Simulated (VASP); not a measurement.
Set up this calculation in VASP 6.6.1, as the native input.

```yaml
Task: single point
Functional: r2SCAN
Potentials_or_basis: VASP PAW PBE potentials, release 64 (Ti_sv, C)
Cutoff: 520 eV
k_mesh: 8 × 8 × 8
Occupations: gaussian, width 0.1 eV
Spin: no spin polarisation
Dipole_correction: no
Further_INCAR_settings: ALGO = Normal; EDIFF = 1e-07; NBANDS = 15
```

The system is TiC.

```
CELL_PARAMETERS angstrom
0.00000 2.16572 2.16572
2.16572 0.00000 2.16572
2.16572 2.16572 0.00000
ATOMIC_POSITIONS crystal
Ti 0.00000 0.00000 0.00000
C 0.50000 0.50000 0.50000
```

The input as run:

POSCAR

```
TiC
1.0
    0.0000000000      2.1657188437      2.1657188437
    2.1657188437      0.0000000000      2.1657188437
    2.1657188437      2.1657188437      0.0000000000
Ti C
1 1
Direct
    0.0000000000      0.0000000000      0.0000000000
    0.5000000000      0.5000000000      0.5000000000
```

INCAR.step1

```
  PREC = Accurate
  ENCUT = 520
  ISMEAR = 0
  SIGMA = 0.1
  LREAL = F
  LASPH = T
  NELM = 60
  NBANDS = 15
  GGA = PE
  ALGO = Normal
  EDIFF = 1E-4
  LWAVE = T
  LCHARG = F
```

INCAR.step2

```
  PREC = Accurate
  ENCUT = 520
  EDIFF = 1E-7
  ISMEAR = 0
  SIGMA = 0.1
  LREAL = F
  LASPH = T
  NELM = 60
  ALGO = Normal
  ISIF = 2
  LWAVE = F
  LCHARG = F
  METAGGA = R2SCAN
  LMIXTAU = T
  NBANDS = 15
  ISTART = 1
```

KPOINTS

```
Automatic mesh
0
Gamma
  8 8 8
```

Potentials or basis: VASP PAW PBE potentials, release 64 (Ti_sv, C).

Launch:

```bash
$ cat potpaw_PBE.64/Ti_sv/POTCAR potpaw_PBE.64/C/POTCAR > POTCAR
$ cp INCAR.step1 INCAR
$ mpirun -np 1 vasp_std > vasp.out
$ cp INCAR.step2 INCAR
$ mpirun -np 1 vasp_std > vasp.out
```

Results of the run:

* Pressure: 0.3 GPa
* Band gap on the k mesh: zero (band 8 reaches 10.35 eV, above the bottom of band 9 at 9.04 eV)

Caveat: the PAW data sets were made with another functional, which shifts forces and pressure a little.

It took 27 s on 1 thread of Intel(R) Xeon(R) Platinum 8559C (Emerald Rapids), on a shared host, peak memory 0.15 GiB.
